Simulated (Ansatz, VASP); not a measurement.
**W in VASP and in Ansatz**

The input INCAR:

```
ALGO = Normal ; EDIFF = 1E-8
ENCUT = 520 ; GGA = CA
ISIF = 2 ; ISMEAR = -1
LASPH = True ; LCHARG = False
LEFG = True ; LREAL = False
LWAVE = False ; NBANDS = 13
NELM = 60 ; PREC = Accurate
SIGMA = 0.05
```

The input KPOINTS:

```
k-points
0
Gamma
  14 14 14
```

The input POSCAR:

```
W
1.0
    0.0000000000      1.9885598007      1.9885598007
    1.9885598007      0.0000000000      1.9885598007
    1.9885598007      1.9885598007      0.0000000000
W
1
Direct
    0.0000000000      0.0000000000      0.0000000000
```

Input for Ansatz:

```yaml
crystal:
  lattice:
    - [0.0, 1.9885598007, 1.9885598007]
    - [1.9885598007, 0.0, 1.9885598007]
    - [1.9885598007, 1.9885598007, 0.0]
  atoms:
    - { symbol: W, position: [0.0, 0.0, 0.0] }
kpoints:
  mp_grid: { grid: [14, 14, 14] }
scf:
  occupations: { method: fermi_dirac, width: 0.05 }
hamiltonian:
  xc: lda
  pseudopotentials: { kind: all_electron, datasets: crystal }
output:
  forces: true
  stress: true
  eigenvalues: true
  efg: { contact_densities: true }
```

Change from the starting cell: volume scaled by 0.94, crystal datasets.

Alike in both runs: task electric field gradients; functional LDA; k mesh 14 × 14 × 14; occupations fermi-dirac, width 0.05 eV; no spin polarisation.

|  | VASP | Ansatz |
| --- | --- | --- |
| version | VASP 6.6.1 | Ansatz 0.2.0 |
| potentials or method | VASP PAW LDA potentials, release 64 (W_sv), cutoff 520 eV | all-electron PAW with datasets made for the crystal, scalar-relativistic |

|  | VASP | Ansatz | Ansatz less VASP |
| --- | --- | --- | --- |
| pressure (GPa) | 1.0 | -0.8 | -1.81 |

LDA's correlation is that of Perdew and Zunger in VASP and of Perdew and Wang (1992) in Ansatz. Ansatz ran all-electron here, and VASP with PAW potentials.

Spin-orbit coupling is off throughout.
